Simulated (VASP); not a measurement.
Wanted: the native input for a VASP 6.6.1 run.

```yaml
Task: single point
Functional: PBEsol
Potentials_or_basis: VASP PAW PBE potentials, release 64 (W_sv)
Cutoff: 520 eV
k_mesh: 26 × 26 × 26
Occupations: gaussian, width 0.15 eV
Spin: no spin polarisation
Dipole_correction: no
Further_INCAR_settings: ALGO = Normal; EDIFF = 1e-06; NBANDS = 13
```

The structure of W lies in POSCAR:

```
W
1.0
    0.0000000000      1.9690108304      1.9690108304
    1.9690108304      0.0000000000      1.9690108304
    1.9690108304      1.9690108304      0.0000000000
W
1
Direct
    0.0000000000      0.0000000000      0.0000000000
```

This cell differs from its parent crystal: strain -0.015 along x and y, -0.015 along z.

These files were run (other wordings do the same):

INCAR

```
ALGO     = Normal         # electronic algorithm
EDIFF    = 1E-6           # SCF threshold, eV
ENCUT    = 520            # plane-wave cutoff, eV
GGA      = PS             # functional
ISIF     = 2              # what is computed and relaxed
ISMEAR   = 0              # smearing method
LASPH    = T              # aspherical terms in the spheres
LCHARG   = F              # write CHGCAR
LREAL    = F              # projectors in reciprocal space
LWAVE    = F              # write WAVECAR
NBANDS   = 13             # bands
NELM     = 100            # most SCF steps
PREC     = Accurate       # precision mode
SIGMA    = 0.15           # smearing width, eV
```

KPOINTS

```
k-points
0
Gamma
  26 26 26
```

Potentials or basis: VASP PAW PBE potentials, release 64 (W_sv).

Run with:

```sh
$ cat potpaw_PBE.64/W_sv/POTCAR > POTCAR
$ mpirun -np 1 vasp_std > vasp.out
```

Results of the run:

```yaml
Pressure: 15.7 GPa
Band_gap_on_the_k_mesh: zero (band 7 reaches 14.84 eV, above the bottom of band 8 at 10.68 eV)
```

Caveat: the cell differs from its parent crystal (strain -0.015 along x and y, -0.015 along z); the PAW data sets were made with another functional, which shifts forces and pressure a little; spin-orbit coupling is left out, which moves the levels of the heavy elements.

Wall time 27 s on 1 thread of Intel(R) Xeon(R) 6975P-C (Granite Rapids) (shared host), peak memory 0.21 GiB.
